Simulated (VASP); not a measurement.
# Ir (P6_3/mmc) in VASP: single point with LDA

Aim: the single point of Ir with LDA.

Everything below comes from runs of VASP 6.6.1. Logs are shortened: lines on timing, memory, paths and dates and some standing lists are left out, and cuts for length are marked.

## (1) The cell of the first run

Symmetry: P6_3/mmc, No. 194, hexagonal system. Conventional cell: a = 2.661 Å, b = 2.661 Å, c = 8.692 Å, α = 90.00°, β = 90.00°, γ = 120.00°. Within 3.5 Å of Ir (site symmetry -3m) lie 12 Ir at 2.66 Å. Within 3.5 Å of Ir (site symmetry -6m2) lie 12 Ir at 2.66 Å.

This isn't the form of Ir at room conditions, which is fcc.

## (2) Single point, LDA (13.32 Å³/atom)

Input file INCAR:

```
ALGO     = Normal         # electronic algorithm
EDIFF    = 1E-6           # SCF threshold, eV
ENCUT    = 560            # plane-wave cutoff, eV
GGA_COMPAT= False        
ISIF     = 2              # what is computed and relaxed
ISMEAR   = -1             # smearing method
LASPH    = True           # aspherical terms in the spheres
LCHARG   = False          # write CHGCAR
LREAL    = False          # projectors in reciprocal space
LWAVE    = False          # write WAVECAR
NBANDS   = 42             # bands
NELM     = 120            # most SCF steps
PREC     = Accurate       # precision mode
SIGMA    = 0.1            # smearing width, eV
```

Input file KPOINTS:

```
k-points
0
Gamma
  15 15 4
```

Input file POSCAR:

```
Ir
1.0
    2.6605481531      0.0000000000      0.0000000000
   -1.3302740766      2.3041022886      0.0000000000
    0.0000000000      0.0000000000      8.6920965195
Ir
4
Direct
    1.0000000000      1.0000000000      1.0000000000
    1.0000000000      1.0000000000      0.5000000000
    0.3333333333      0.6666666667      0.2500000000
    0.6666666667      0.3333333333      0.7500000000
```

Potentials or basis: VASP PAW LDA potentials, release 64 (Ir_sv_GW).

The run is started by

```sh
$ cat potpaw_LDA.64/Ir_sv_GW/POTCAR > POTCAR
$ mpirun -np 1 vasp_std > vasp.out
```

OUTCAR:

```text
EDIFF = 1E-6
   ENCUT = 560
   ISIF = 2
   ISMEAR = -1
   LASPH = True
   LREAL = False
   NELM = 120
   PREC = Accurate

 ion  position               nearest neighbor table
   1  0.000  0.000  0.000-   3 2.66   4 2.66   4 2.66   3 2.66   4 2.66   3 2.66
   2  0.000  0.000  0.500-   3 2.66   4 2.66   4 2.66   3 2.66   4 2.66   3 2.66
   3  0.333  0.667  0.250-   1 2.66   2 2.66   1 2.66   2 2.66   1 2.66   2 2.66
   4  0.667  0.333  0.750-   1 2.66   2 2.66   1 2.66   2 2.66   1 2.66   2 2.66

  LATTYP: Found a hexagonal cell.
 ALAT       =     2.6605481531
 C/A-ratio  =     3.2670322127

  Lattice vectors:

 A1 = (   2.6605481531,   0.0000000000,   0.0000000000)
 A2 = (  -1.3302740766,   2.3041022886,   0.0000000000)
 A3 = (   0.0000000000,   0.0000000000,   8.6920965195)

Analysis of symmetry for initial positions (statically):
=====================================================================
 Subroutine PRICEL returns:
 Original cell was already a primitive cell.

 Routine SETGRP: Setting up the symmetry group for a
 hexagonal supercell.

 Subroutine GETGRP returns: Found 24 space group operations
 (whereof 12 operations were pure point group operations)
 out of a pool of 24 trial point group operations.

The static configuration has the point symmetry D_3d.
 The point group associated with its full space group is D_6h.

Analysis of symmetry for dynamics (positions and initial velocities):
=====================================================================
 Subroutine PRICEL returns:
 Original cell was already a primitive cell.

 Routine SETGRP: Setting up the symmetry group for a
 hexagonal supercell.

 Subroutine GETGRP returns: Found 24 space group operations
 (whereof 12 operations were pure point group operations)
 out of a pool of 24 trial point group operations.

The dynamic configuration has the point symmetry D_3d.
 The point group associated with its full space group is D_6h.

 Subroutine INISYM returns: Found 24 space group operations
 (whereof 12 operations are pure point group operations),
 and found     1 'primitive' translations

----------------------------------------------------------------------------------------

                                     Primitive cell

  volume of cell :      53.2841

  direct lattice vectors                    reciprocal lattice vectors
     2.660548153  0.000000000  0.000000000     0.375862395  0.217004255  0.000000000
    -1.330274077  2.304102289  0.000000000     0.000000000  0.434008509  0.000000000
     0.000000000  0.000000000  8.692096519     0.000000000  0.000000000  0.115047043

  length of vectors
     2.660548153  2.660548153  8.692096519     0.434008510  0.434008509  0.115047043

  position of ions in fractional coordinates (direct lattice)
     0.000000000  0.000000000  0.000000000
     0.000000000  0.000000000  0.500000000
     0.333333333  0.666666667  0.250000000
     0.666666667  0.333333333  0.750000000

  ion indices of the primitive-cell ions
   primitive index   ion index
                 1           1
                 2           2
                 3           3
                 4           4

----------------------------------------------------------------------------------------

 KPOINTS: k-points

Automatic generation of k-mesh.
 Grid dimensions read from file:
 generate k-points for:   15   15    4

 Generating k-lattice:

  Cartesian coordinates                     Fractional coordinates (reciprocal lattice)
     0.025057493  0.014466950  0.000000000     0.066666667  0.000000000  0.000000000
     0.000000000  0.028933901  0.000000000     0.000000000  0.066666667  0.000000000
     0.000000000  0.000000000  0.028761761     0.000000000  0.000000000  0.250000000

  Length of vectors
     0.028933901  0.028933901  0.028761761

  Shift w.r.t. Gamma in fractional coordinates (k-lattice)
     0.000000000  0.000000000  0.000000000

 Subroutine IBZKPT returns following result:
 ===========================================

 Found     81 irreducible k-points:

 Following reciprocal coordinates:
            Coordinates               Weight
  0.000000  0.000000  0.000000      1.000000
  0.066667  0.000000  0.000000      6.000000
  0.133333 -0.000000  0.000000      6.000000
  0.200000 -0.000000  0.000000      6.000000
  0.266667 -0.000000  0.000000      6.000000
  0.333333  0.000000  0.000000      6.000000
[... 16 lines left out ...]
  0.333333  0.200000  0.000000     12.000000
  0.400000  0.200000  0.000000      6.000000
 [... further k-points ...]
   k-points           NKPTS =     81   k-points in BZ     NKDIM =     81   number of bands    NBANDS=     42
   number of dos      NEDOS =    301   number of ions     NIONS =      4
   total plane-waves  NPLWV =  40320
   dimension x,y,z NGX =    24 NGY =   24 NGZ =   70
   dimension x,y,z NGXF=    48 NGYF=   48 NGZF=  140
   ions per type =               4
   NGX,Y,Z   is equivalent  to a cutoff of  15.00, 15.00, 13.39 a.u.
   NGXF,Y,Z  is equivalent  to a cutoff of  29.99, 29.99, 26.78 a.u.
 SYSTEM =  unknown system
   PREC   = accura    normal or accurate (medium, high low for compatibility)
   ISTART =      0    job   : 0-new  1-cont  2-samecut
   ICHARG =      2    charge: 1-file 2-atom 10-const
   ISPIN  =      1    spin polarized calculation?
   LNONCOLLINEAR =      F non collinear calculations
   LSORBIT =      F    spin-orbit coupling
   LASPH  =      T    aspherical Exc in radial PAW
   ENCUT  =  560.0 eV  41.16 Ry    6.42 a.u.   5.13  5.13 16.77*2*pi/ulx,y,z
   NELM   =    120;   NELMIN=  2; NELMDL= -5     # of ELM steps
   EDIFF  = 0.1E-05   stopping-criterion for ELM
   LREAL  =      F    real-space projection
   EDIFFG = 0.1E-04   stopping-criterion for IOM
   NSW    =      0    number of steps for IOM
   IBRION =     -1    ionic relax: 0-MD 1-quasi-New 2-CG
   NFREE  =      0    steps in history (QN), initial steepest desc. (CG)
   ISIF   =      2    stress and relaxation
   ISYM   =      2    0-nonsym 1-usesym 2-fastsym
   POTIM  = 0.5000    time-step for ionic-motion
   TEBEG  =    0.0;   TEEND  =   0.0 temperature during run
   PSTRESS=    0.0 pullay stress
   NELECT =      68.0000    total number of electrons
   NUPDOWN=      -1.0000    fix difference up-down
   EMIN   =  10.00;   EMAX   =-10.00  energy-range for DOS
   EFERMI =   0.00;   METHOD = LEGACY
   ISMEAR =    -1;   SIGMA  =   0.10  broadening in eV -4-tet -1-fermi 0-gaus
   EFERMI_NEDOS =   21; number of points for ismear=-14 and -15
   IALGO  =     38    algorithm
   IMIX   =      4    mixing-type and parameters
     AMIX     =   0.40;   BMIX     =  1.00
     AMIX_MAG =   1.60;   BMIX_MAG =  1.00
  volume/ion in A,a.u.               =      13.32        89.89
  Fermi-wavevector in a.u.,A,eV,Ry     =   1.775737  3.355656 42.902464  3.153242
  Thomas-Fermi vector in A             =   2.841471
   LORBIT       =      0    0 simple, 1 ext, 2 COOP (PROOUT), +10 PAW based schemes
   GGA     = CA    functional components
   LHFCALC =     F    Hartree Fock is set to
   AEXX    =    0.0000 exact exchange contribution
   IVDW    =     0    specifies the selected vdW correction
   LEPSILON=     F    determine dielectric tensor
   LRPA    =     F    only Hartree local field effects (RPA)
 non-spin polarized calculation
  energy-cutoff  :      560.00
  volume of cell :       53.28
 maximum number of plane-waves:      1620
 NGX is ok and might be reduce to    24
   NGX = 11   NGY = 11   NGZ = 33

 number of electron      68.0000000 magnetization

 Free energy of the ion-electron system (eV)
  ---------------------------------------------------
  ext. energy  EPLUGINS =         0.00000000
  ---------------------------------------------------
  free energy    TOTEN  =       -43.41019598 eV

  energy without entropy =      -43.29870629  energy(sigma->0) =      -43.35445114

 E-fermi :  13.8936     XC(G=0): -15.1712

 val. band max:       13.8853125469   @ k =   0.3333   0.3333   0.0000
 cond. band min:      13.8998063613   @ k =   0.1333   0.1333   0.0000
 fundamental gap:      0.0144938145
 Fermi energy:        13.8935701890

 k-point     1 :       0.0000    0.0000    0.0000
  band No.  band energies     occupation
      1     -78.8492      2.00000
      2     -78.8141      2.00000
      3     -78.7930      2.00000
      4     -78.7577      2.00000
      5     -36.4331      2.00000
      6     -35.9525      2.00000
[... 34 lines left out ...]
     41      21.6796      0.00000
     42      26.3465      0.00000

 k-point     2 :       0.0667    0.0000    0.0000
  band No.  band energies     occupation
      1     -78.8459      2.00000
      2     -78.8118      2.00000
      3     -78.7904      2.00000
      4     -78.7562      2.00000
      5     -36.4195      2.00000
      6     -35.9568      2.00000
[... 34 lines left out ...]
     41      21.6115      0.00000
     42      26.6854      0.00000

 k-point     3 :       0.1333   -0.0000    0.0000
  band No.  band energies     occupation
      1     -78.8358      2.00000
      2     -78.8044      2.00000
      3     -78.7829      2.00000
      4     -78.7511      2.00000
      5     -36.3795      2.00000
      6     -35.9759      2.00000
[... 34 lines left out ...]
     41      21.4133      0.00000
     42      27.5361      0.00000

 k-point     4 :       0.2000   -0.0000    0.0000
  band No.  band energies     occupation
      1     -78.8213      2.00000
      2     -78.7939      2.00000
      3     -78.7722      2.00000
      4     -78.7446      2.00000
      5     -36.3181      2.00000
      6     -36.0314      2.00000
[... 844 lines left out ...]
     41      22.7688      0.00000
     42      23.4239      0.00000

 k-point    23 :       0.3333    0.2000    0.0000
  band No.  band energies     occupation
      1     -78.7578      2.00000
      2     -78.7525      2.00000
      3     -78.7308      2.00000
      4     -78.7253      2.00000
      5     -36.3276      2.00000
      6     -36.2780      2.00000
[... 34 lines left out ...]
     41      21.8831      0.00000
     42      23.0800      0.00000

 k-point    24 :       0.4000    0.2000    0.0000
  band No.  band energies     occupation
      1     -78.7536      2.00000
      2     -78.7504      2.00000
      3     -78.7287      2.00000
      4     -78.7256      2.00000
      5     -36.3436      2.00000
      6     -36.2904      2.00000
[... 34 lines left out ...]
     41      21.3604      0.00000
     42      22.1740      0.00000

 [... further k-points ...]

------------------------ aborting loop because EDIFF is reached ----------------------------------------

  FORCE on cell =-STRESS in cart. coord.  units (eV):
  Direction    XX          YY          ZZ          XY          YZ          ZX
  --------------------------------------------------------------------------------------
  -------------------------------------------------------------------------------------
  Total        5.8577567      5.8577567      5.9200949     -0.0000000      0.0000000      0.0000000
  in kB      176.1345253    176.1345253    178.0089483     -0.0000000      0.0000000      0.0000000
  external PRESSURE =     176.7593330 kB  Pullay stress =       0.0000000 kB

 VOLUME and BASIS-vectors are now :
 -----------------------------------------------------------------------------
  energy-cutoff  :      560.00
  volume of cell :       53.28
      direct lattice vectors                 reciprocal lattice vectors
     2.660548153  0.000000000  0.000000000     0.375862395  0.217004255  0.000000000
    -1.330274077  2.304102289  0.000000000     0.000000000  0.434008509  0.000000000
     0.000000000  0.000000000  8.692096519     0.000000000  0.000000000  0.115047043

 POSITION                                       TOTAL-FORCE (eV/Angst)
 -----------------------------------------------------------------------------------
      0.00000      0.00000      0.00000        -0.000000      0.000000     -0.000000
      0.00000      0.00000      4.34605        -0.000000      0.000000     -0.000000
     -0.00000      1.53607      2.17302        -0.000000      0.000000      0.000000
      1.33027      0.76803      6.51907         0.000000     -0.000000     -0.000000
 -----------------------------------------------------------------------------------
    total drift:                               -0.000000      0.000000     -0.000000

  FREE ENERGIE OF THE ION-ELECTRON SYSTEM (eV)
  ---------------------------------------------------
  free  energy   TOTEN  =       -43.4101959823 eV

  energy  without entropy=      -43.2987062894  energy(sigma->0) =      -43.35445114
```

Wall time 2.5 min (1 thread of Intel Xeon Platinum 8259CL at 2.50GHz (Skylake/Cascade Lake), shared host); peak memory 0.27 GiB.

Results:

| Property | Result |
| --- | --- |
| Free energy | -43.4102 eV |
| Pressure | 17.7 GPa |
| Band gap on the k mesh | zero (bands 34 and 35 overlap by 2.82 eV) |

Stress tensor (GPa, compression positive):
```
17.61  0.00  0.00
 0.00 17.61  0.00
 0.00  0.00 17.80
```

Caveat: the cell stands under pressure; spin-orbit coupling is left out, which moves the levels of the heavy elements.
